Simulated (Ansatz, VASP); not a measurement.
## Two plane-wave programs on Sc3Al

Contents of INCAR:

```
SYSTEM = Sc3Al
ALGO     = Fast           ! electronic algorithm
EDIFF    = 1E-7           ! SCF threshold, eV
ENCUT    = 520            ! plane-wave cutoff, eV
GGA      = PS             ! functional
ISIF     = 2              ! what is computed and relaxed
ISMEAR   = 0              ! smearing method
LASPH    = .TRUE.         ! aspherical terms in the spheres
LCHARG   = .FALSE.        ! write CHGCAR
LREAL    = .FALSE.        ! projectors in reciprocal space
LWAVE    = .FALSE.        ! write WAVECAR
NBANDS   = 26             ! bands
NELM     = 100            ! most SCF steps
PREC     = Accurate       ! precision mode
SIGMA    = 0.1            ! smearing width, eV
```

KPOINTS

```
k-points
0
G
  10 10 10
  0 0 0
```

Contents of POSCAR:

```
Sc3Al
1.0
    4.3306021301      0.0000000000      0.0000000000
    0.0000000000      4.3306021301      0.0000000000
    0.0000000000      0.0000000000      4.3306021301
Sc Al
3 1
Direct
    0.5000000000      0.0000000000      0.5000000000
    0.0000000000      0.5000000000      0.5000000000
    0.5000000000      0.5000000000      0.0000000000
    0.0000000000      0.0000000000      0.0000000000
```

Input for Ansatz:

```yaml
crystal:
  lattice:
    - [4.3306021282, 0.0, 0.0]
    - [0.0, 4.3306021282, 0.0]
    - [0.0, 0.0, 4.3306021282]
  atoms:
    - { symbol: Sc, position: [0.5, 0.0, 0.5] }
    - { symbol: Sc, position: [0.0, 0.5, 0.5] }
    - { symbol: Sc, position: [0.5, 0.5, 0.0] }
    - { symbol: Al, position: [0.0, 0.0, 0.0] }
basis:
  ecutwfc: 420
kpoints:
  mp_grid: { grid: [10, 10, 10] }
hamiltonian:
  xc: pbesol
scf:
  occupations: { method: gaussian, width: 0.1 }
output:
  forces: true
  stress: true
  eigenvalues: true
```

Alike in both runs: task single point; functional PBEsol; k mesh 10 × 10 × 10; occupations gaussian, width 0.1 eV; no spin polarisation.

|  | VASP | Ansatz |
| --- | --- | --- |
| version | VASP 6.6.1 | Ansatz 0.2.0 |
| potentials or method | VASP PAW PBE potentials, release 64 (Sc_sv, Al), cutoff 520 eV | scalar-relativistic, plane waves, PAW |
| valence electrons in the cell | 36 | 36 |

```tsv
	VASP	Ansatz	Ansatz less VASP
gap on the k mesh at the Fermi level (eV)	none	none	-
pressure (GPa)	2.3	2.2	-0.08
```

VASP's potentials were made for PBE, not for PBEsol. A gap of «none» marks a metal or a gap that the smearing closes.
